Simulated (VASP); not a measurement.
# BaTiO3 (Pm-3m) in VASP: further runs, part 2 of 2

VASP 6.6.1.

## 4. Single point, PBE, collinear spin (13.00 Å³/atom)

This run uses another cell than the first one, of 13.00 Å³/atom.

INCAR

```
SYSTEM = BaTiO3
  ALGO = Normal
  EDIFF = 1E-7
  ENCUT = 520
  GGA = PE
  ISIF = 2
  ISMEAR = 0
  ISPIN = 2
  LASPH = .TRUE.
  LCHARG = .TRUE.
  LELF = .TRUE.
  LMAXMIX = 4
  LORBIT = 11
  LREAL = .FALSE.
  LVHAR = .TRUE.
  LWAVE = .FALSE.
  MAGMOM = 0 0.05 0 0 0
  NBANDS = 32
  NELM = 150
  PREC = Accurate
  SIGMA = 0.05
```

KPOINTS

```
k-points
0
G
  8 8 8
  0 0 0
```

POSCAR

```
BaTiO3
1.0
    4.0206560916      0.0000000000      0.0000000000
    0.0000000000      4.0206560916      0.0000000000
    0.0000000000      0.0000000000      4.0206560916
Ba Ti O
1 1 3
Direct
    0.5000000000      0.5000000000      0.5000000000
    0.0000000000      0.0000000000      0.0000000000
    0.5000000000      0.0000000000      0.0000000000
    0.0000000000      0.5000000000      0.0000000000
    0.0000000000      0.0000000000      0.5000000000
```

Potentials or basis: VASP PAW PBE potentials, release 64 (Ba_sv, Ti_sv, O).

Started as:

```console
$ cat potpaw_PBE.64/Ba_sv/POTCAR potpaw_PBE.64/Ti_sv/POTCAR potpaw_PBE.64/O/POTCAR > POTCAR
$ mpirun -np 1 vasp_std > vasp.out
```

OUTCAR:

```text
SYSTEM = BaTiO3
   EDIFF = 1E-7
   ENCUT = 520
   GGA = PE
   ISIF = 2
   ISMEAR = 0
   ISPIN = 2
   LASPH = .TRUE.
   LORBIT = 11
   LREAL = .FALSE.
   NELM = 150
   PREC = Accurate

 ion  position               nearest neighbor table
   1  0.500  0.500  0.500-   3 2.84   4 2.84   5 2.84   3 2.84   4 2.84   3 2.84   5 2.84   3 2.84
                             4 2.84   5 2.84   4 2.84   5 2.84   2 3.48   2 3.48   2 3.48   2 3.48
   2  0.000  0.000  0.000-   3 2.01   4 2.01   5 2.01   5 2.01   4 2.01   3 2.01   1 3.48   1 3.48
                             1 3.48   1 3.48   1 3.48   1 3.48   1 3.48   1 3.48
   3  0.500  0.000  0.000-   2 2.01   2 2.01   1 2.84   1 2.84   1 2.84   1 2.84
   4  0.000  0.500  0.000-   2 2.01   2 2.01   1 2.84   1 2.84   1 2.84   1 2.84
[... 1923 lines left out ...]
 -----------------------------------------------------------------------------------
      2.01033      2.01033      2.01033         0.000000      0.000000      0.000000
      0.00000      0.00000      0.00000         0.000000      0.000000      0.000000
      2.01033      0.00000      0.00000         0.000000      0.000000      0.000000
      0.00000      2.01033      0.00000         0.000000      0.000000      0.000000
      0.00000      0.00000      2.01033         0.000000      0.000000      0.000000
 -----------------------------------------------------------------------------------
    total drift:                                0.000000     -0.000000      0.000000

  FREE ENERGIE OF THE ION-ELECTRON SYSTEM (eV)
  ---------------------------------------------------
  free  energy   TOTEN  =       -39.9824914415 eV

  energy  without entropy=      -39.9824914415  energy(sigma->0) =      -39.98249144

 total charge

# of ion       s       p       d       tot
------------------------------------------
    1        2.007   5.650   0.321   7.979
    2        2.206   6.260   1.684  10.150
    3        1.563   3.461   0.000   5.025
    4        1.563   3.461   0.000   5.025
    5        1.563   3.461   0.000   5.025
--------------------------------------------------
tot          8.903  22.294   2.005  33.202

 magnetization (x)

# of ion       s       p       d       tot
------------------------------------------
    1       -0.000   0.000   0.000  -0.000
    2        0.000   0.000   0.000   0.000
    3        0.000   0.000   0.000   0.000
    4        0.000   0.000   0.000   0.000
    5        0.000   0.000   0.000   0.000
--------------------------------------------------
tot          0.000   0.000   0.000   0.000
```

OSZICAR:

```text
N       E                     dE             d eps       ncg     rms          rms(c)
DAV:   1     0.404788795182E+03    0.40479E+03   -0.19555E+04  4480   0.131E+03
DAV:   2    -0.121900401024E+02   -0.41698E+03   -0.39121E+03  4936   0.376E+02
DAV:   3    -0.493042633406E+02   -0.37114E+02   -0.36559E+02  5632   0.116E+02
DAV:   4    -0.510236645587E+02   -0.17194E+01   -0.17156E+01  6360   0.218E+01
DAV:   5    -0.510534342629E+02   -0.29770E-01   -0.29763E-01  5800   0.276E+00    0.231E+01
DAV:   6    -0.405519847005E+02    0.10501E+02   -0.37177E+01  5672   0.572E+01    0.102E+01
DAV:   7    -0.401770604236E+02    0.37492E+00   -0.71681E+00  5608   0.207E+01    0.686E+00
DAV:   8    -0.399815537991E+02    0.19551E+00   -0.50192E-01  5704   0.616E+00    0.360E+00
DAV:   9    -0.400749678318E+02   -0.93414E-01   -0.53987E-01  6488   0.591E+00    0.265E+00
DAV:  10    -0.399927173259E+02    0.82251E-01   -0.17936E-01  5552   0.365E+00    0.922E-01
DAV:  11    -0.399858398903E+02    0.68774E-02   -0.63282E-02  6080   0.231E+00    0.454E-01
DAV:  12    -0.399826983494E+02    0.31415E-02   -0.74451E-03  5448   0.793E-01    0.144E-01
DAV:  13    -0.399826269644E+02    0.71385E-04   -0.66820E-04  6040   0.156E-01    0.932E-02
DAV:  14    -0.399825028269E+02    0.12414E-03   -0.22157E-04  6384   0.119E-01    0.278E-02
DAV:  15    -0.399824925537E+02    0.10273E-04   -0.29652E-05  6488   0.393E-02    0.104E-02
DAV:  16    -0.399824913777E+02    0.11760E-05   -0.51457E-06  5752   0.197E-02    0.239E-03
DAV:  17    -0.399824914415E+02   -0.63775E-07   -0.54455E-07  5424   0.533E-03
   1 F= -.39982491E+02 E0= -.39982491E+02  d E =-.455553E-14  mag=     0.0000
```

It took 2.2 min on 1 thread of Intel Xeon Platinum 8488C (Sapphire Rapids), shared host; peak memory 0.26 GiB.

Results:

* Free energy: -39.9825 eV
* Pressure: 1.5 GPa
* Band gap on the k mesh: 1.72 eV (least direct gap 1.88 eV)
* Net moment: 0.00 μB per cell
* Valence electrons inside the program's atomic spheres: Ba 7.98; Ti 10.15; O 5.03

Levels at points of the mesh, in eV from the valence-band top:
Spin up:
| k point | band 17 | band 18 | band 19 | band 20 | band 21 | band 22 | band 23 | band 24 |
| --- | --- | --- | --- | --- | --- | --- | --- | --- |
| (0.00, 0.00, 0.00) | -1.07 | -0.16 | -0.16 | -0.16 | 1.72 | 1.72 | 1.72 | 3.81 |
| (0.50, 0.00, 0.00) | -1.81 | -1.81 | -0.71 | -0.71 | 1.87 | 3.42 | 3.42 | 3.82 |
| (0.50, 0.50, 0.00) | -1.73 | -0.88 | -0.88 | -0.09 | 3.42 | 3.42 | 3.83 | 4.64 |
| (0.50, 0.50, 0.50) | -2.41 | 0.00 | 0.00 | 0.00 | 4.07 | 4.07 | 4.07 | 6.66 |
Spin down:
| k point | band 16 | band 17 | band 18 | band 19 | band 20 | band 21 | band 22 | band 23 | band 24 | band 25 |
| --- | --- | --- | --- | --- | --- | --- | --- | --- | --- | --- |
| (0.00, 0.00, 0.00) | -1.07 | -1.07 | -0.16 | -0.16 | -0.16 | 1.72 | 1.72 | 1.72 | 3.81 | 3.81 |
| (0.50, 0.00, 0.00) | -1.88 | -1.81 | -1.81 | -0.71 | -0.71 | 1.87 | 3.42 | 3.42 | 3.82 | 5.80 |
| (0.50, 0.50, 0.00) | -2.64 | -1.73 | -0.88 | -0.88 | -0.09 | 3.42 | 3.42 | 3.83 | 4.64 | 7.52 |
| (0.50, 0.50, 0.50) | -2.41 | -2.41 | 0.00 | 0.00 | 0.00 | 4.07 | 4.07 | 4.07 | 6.66 | 6.66 |

Caveat: spin-orbit coupling is left out, which moves the levels of the heavy elements. A k mesh can miss the band edges.

## 5. Overview

```tsv
spin	cell	k mesh	gap on the mesh (eV)	pressure (GPa)	moment (μB)
off	a = 4.072 Å, 5 atoms	6 × 6 × 6	1.64	-4.4	-
collinear	a = 4.019 Å, 5 atoms	8 × 8 × 8	1.72	1.7	0.00
collinear	a = 4.021 Å, 5 atoms	8 × 8 × 8	1.72	1.5	0.00
```

Alike in all rows: task single point; level PBE; potentials or basis VASP PAW PBE potentials, release 64 (Ba_sv, Ti_sv, O); cutoff (eV) 520; smearing gaussian 0.05 eV.

Caveats: spin-orbit coupling is left out, which moves the levels of the heavy elements; the cell stands under tension (at least some runs).

Absolute energies hang on the potentials; compare differences alone.
